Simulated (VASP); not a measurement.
Here is a VASP 6.6.1 calculation.

File INCAR:

```
PREC = Accurate
ENCUT = 500
EDIFF = 1E-7
ISMEAR = 0
SIGMA = 0.3
LREAL = False
LASPH = True
NELM = 120
ALGO = Normal
ISIF = 3
LWAVE = False
LCHARG = False
GGA = PE
IBRION = 2
NSW = 100
EDIFFG = -0.002
PSTRESS = 109.0
GGA_COMPAT = False
NELMIN = 4
```

Contents of KPOINTS:

```
Automatic mesh
0
Gamma
  16 16 16
```

Contents of POSCAR:

```
Sn
1.0
   -2.8255567647      2.8255567647      1.5215805696
    2.8255567647     -2.8255567647      1.5215805696
    2.8255567647      2.8255567647     -1.5215805696
Sn
2
Direct
    0.0000000000      0.0000000000      0.0000000000
    0.7500000000      0.2500000000      0.5000000000
```

Potentials or basis: VASP PAW PBE potentials, release 64 (Sn_d).

The run is started by

```bash
$ cat potpaw_PBE.64/Sn_d/POTCAR > POTCAR
$ mpirun -np 1 vasp_std > vasp.out
```

Predict the relaxed cell.

a = 4.275 Å, b = 4.275 Å, c = 4.275 Å, α = 97.27°, β = 97.27°, γ = 138.31°.

What does it give for the band gap on the k mesh?

Zero (band 14 reaches 11.25 eV, above the bottom of band 15 at 6.35 eV).

Estimate the space group after relaxing (to 0.05 Å).

I4_1/amd (No. 141).

Final structure:
```cif
data_structure
_symmetry_space_group_name_H-M 'P 1'
_symmetry_Int_Tables_number 1
_cell_length_a 4.2752
_cell_length_b 4.2752
_cell_length_c 4.2752
_cell_angle_alpha 97.275
_cell_angle_beta 97.275
_cell_angle_gamma 138.310
_cell_volume 48.57
loop_
_atom_site_label
_atom_site_type_symbol
_atom_site_fract_x
_atom_site_fract_y
_atom_site_fract_z
_atom_site_occupancy
Sn1 Sn 0.00000 0.00000 0.00000 1
Sn2 Sn 0.75000 0.25000 0.50000 1
```

Caveat: the cell is relaxed towards a set pressure, so the enthalpy falls and the energy may rise; spin-orbit coupling is left out, which moves the levels of the heavy elements.
